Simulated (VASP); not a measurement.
The system is Al2Au.

```
CELL_PARAMETERS angstrom
0.00000 3.00000 3.00000
3.00000 0.00000 3.00000
3.00000 3.00000 0.00000
ATOMIC_POSITIONS crystal
Au 0.00000 0.00000 0.00000
Al 0.75000 0.75000 0.75000
Al 0.25000 0.25000 0.25000
```

* Program: VASP 6.6.1
* Task: relaxation of cell and atoms
* Functional: revPBE
* Potentials or basis: VASP PAW PBE potentials, release 64 (Au, Al)
* Cutoff: 600 eV
* k mesh: 8 × 8 × 8
* Occupations: fermi-dirac, width 0.05 eV
* Spin: no spin polarisation

At the start: pressure 4.6 GPa; volume 18.00 Å³/atom.

How do energy, volume and symmetry change on relaxing?

Over 3 steps the energy falls by 10.3 meV/atom and the volume is 18.76 Å³/atom (+4.2 %); space group Fm-3m (No. 225, to 0.05 Å).

The path:
```csv
step,energy change (eV),largest force (eV/Å),pressure (GPa),volume (Å³)
1,0.0000,0.0000,4.58,54.00
2,-0.0133,0.0000,-2.96,58.12
3,-0.0310,0.0000,0.00,56.27
```

Final structure:
```xyz
3
Lattice="0.0000 3.0415 3.0415 3.0415 0.0000 3.0415 3.0415 3.0415 0.0000" Properties=species:S:1:pos:R:3 pbc="T T T"
Au    0.0000    0.0000    0.0000
Al    4.5623    4.5623    4.5623
Al    1.5208    1.5208    1.5208
```

Caveat: the PAW data sets were made with another functional, which shifts forces and pressure a little.
